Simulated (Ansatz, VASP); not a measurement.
Two plane-wave programs on Ir

Contents of INCAR:

```
SYSTEM = Ir
AGGAC = 1.0
AGGAX = 1.0
ALDAC = 0.0
ALDAX = 1.0
ALGO = Normal
EDIFF = 1E-7
ENCUT = 520
GGA = B5
ISIF = 2
ISMEAR = -1
ISPIN = 2
LASPH = .True.
LCHARG = .True.
LELF = .True.
LMAXMIX = 4
LORBIT = 11
LREAL = .False.
LVHAR = .True.
LWAVE = .False.
MAGMOM = 1
NBANDS = 14
NELM = 150
PREC = Accurate
SIGMA = 0.05
```

File KPOINTS:

```
k-points
0
Gamma
  22 22 22
  0 0 0
```

File POSCAR:

```
Ir
1.0
    0.0000000000      1.9683987098      1.9683987098
    1.9683987098      0.0000000000      1.9683987098
    1.9683987098      1.9683987098      0.0000000000
Ir
1
Direct
    0.0000000000      0.0000000000      0.0000000000
```

Input for Ansatz:

```yaml
crystal:
  lattice:
    - [0.0, 1.9683987098, 1.9683987098]
    - [1.9683987098, 0.0, 1.9683987098]
    - [1.9683987098, 1.9683987098, 0.0]
  atoms:
    - { symbol: Ir, position: [0.0, 0.0, 0.0], spin: 1.0 }
hamiltonian:
  xc: blyp
  pseudopotentials:
    kind: paw
    azcp:
      Ir: "pseudopotentials/Ir.paw.azcp"
basis:
  ecutwfc: 420
  fft_grid_basis: typed
kpoints:
  mp_grid: { grid: [22, 22, 22], shift: [0, 0, 0] }
magnetization:
  spin_polarized: true
scf:
  occupations: { method: fermi_dirac, width: 0.05 }
output:
  stress: true
```

Alike in both runs: task single point; functional BLYP; k mesh 22 × 22 × 22; occupations fermi-dirac, width 0.05 eV; collinear spin.

|  | VASP | Ansatz |
| --- | --- | --- |
| version | VASP 6.6.1 | Ansatz 0.2.0 |
| potentials or method | VASP PAW PBE potentials, release 64 (Ir), cutoff 520 eV | plane waves (420 eV) with PAW, scalar-relativistic |
| valence electrons in the cell | 9 | 17 |

```tsv
	VASP	Ansatz	Ansatz less VASP
pressure (GPa)	2.3	-0.1	-2.37
net moment per atom (μB)	0.00	0.00	0.000
```

VASP's potentials were made for PBE, not for BLYP. The functional is the same, so the differences come from potentials, cutoffs and numerics. VASP's potentials hold 9 valence electrons a cell and Ansatz's 17, so a difference there can come from the potentials and not from the codes. Ansatz's warnings: seeded moment not kept.

Spin-orbit coupling is off throughout.
